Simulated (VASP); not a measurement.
Wanted: the native input for a VASP 6.6.1 run.

- Task: single point
- Functional: PBE
- Dispersion: D3(BJ)
- Potentials or basis: VASP PAW PBE potentials, release 64 (H_h, S, C_h)
- Cutoff: 1000 eV
- k mesh: 1 × 1 × 1
- Occupations: fermi-dirac, width 0.05 eV
- Spin: no spin polarisation
- Dipole correction: no
- Further INCAR settings: LREAL = Auto; ALGO = Normal; EDIFF = 1e-06; NBANDS = 75

The structure of H2CS2 lies in POSCAR:

```
H2CS2
1.0
    9.2051640000      0.0000000000      0.0000000000
    0.0000000000      9.2051640000      0.0000000000
    0.0000000000      0.0000000000      9.2051640000
H S C
12 12 6
Direct
    0.7605296331      0.7841902654      0.4564394507
    0.7838534979      0.8644712902      0.4753853381
    0.3647517850      0.6068115679      0.5371767412
    0.4157774919      0.5623256685      0.4919955799
    0.7077766349      0.6114828590      0.7455271845
    0.7086674393      0.5796203088      0.6716556055
    0.2545201802     -0.0322644985      0.6428674166
    0.2802774617      0.0256377833      0.6949142894
    0.5804893862      0.9380930095      0.7562494270
    0.6141878624      0.8658835410      0.7613443932
    0.8691860351      0.2240481538      0.7579441279
    0.7886116967      0.2019409975      0.7845053059
    1.1257594107      0.5522552341      0.3080879385
    0.8949433166      0.4420996736      0.0800746190
    0.3627094531      0.7339141378     -0.0432257372
    0.4270646346      0.8232552945      0.2744220527
    0.1994749903      0.1626261086      0.3674024710
    0.2282305888      0.1668954513      0.0289511409
    0.0120149951      0.7733702517      0.7919033273
    0.0763484496      0.4550923808      0.7029749823
    0.6888959284      0.3118466982      0.4668466526
    0.5152651273      0.4319206046      0.1970741640
    0.9301083609      0.8512613138      0.1753798194
    0.7038006058      1.0861946620      0.0859734818
    1.0107804706      0.4964604650      0.1944995222
    0.3854358271      0.7821805239      0.1183466150
    0.2165197709      0.1602795996      0.1987036841
    0.0402382836      0.6150026224      0.7403018567
    0.6066920698      0.3646648772      0.3263494273
    0.8173781586      0.9675438699      0.1304811082
```

The input as run:

INCAR

```
ALGO = Normal
EDIFF = 1E-6
ENCUT = 1000
GGA = PE
GGA_COMPAT = F
ISIF = 2
ISMEAR = -1
IVDW = 12
LASPH = T
LCHARG = T
LELF = T
LREAL = Auto
LVHAR = T
LWAVE = F
NBANDS = 75
NELM = 120
PREC = Accurate
SIGMA = 0.05
```

KPOINTS

```
k-points
0
Gamma
  1 1 1
```

Potentials or basis: VASP PAW PBE potentials, release 64 (H_h, S, C_h).

Run with:

```bash
$ cat potpaw_PBE.64/H_h/POTCAR potpaw_PBE.64/S/POTCAR potpaw_PBE.64/C_h/POTCAR > POTCAR
$ mpirun -np 1 vasp_gam > vasp.out
```

Results of the run:

```
Pressure                   : -0.7 GPa
Largest force              : 1.468 eV/Å
Dispersion energy per atom : -0.077 eV
```

Caveat: the k points lie up to 0.68 Å⁻¹ apart.

It took 4.5 min on 1 thread of Intel(R) Xeon(R) 6975P-C (Granite Rapids) (shared host), peak memory 1.5 GiB.
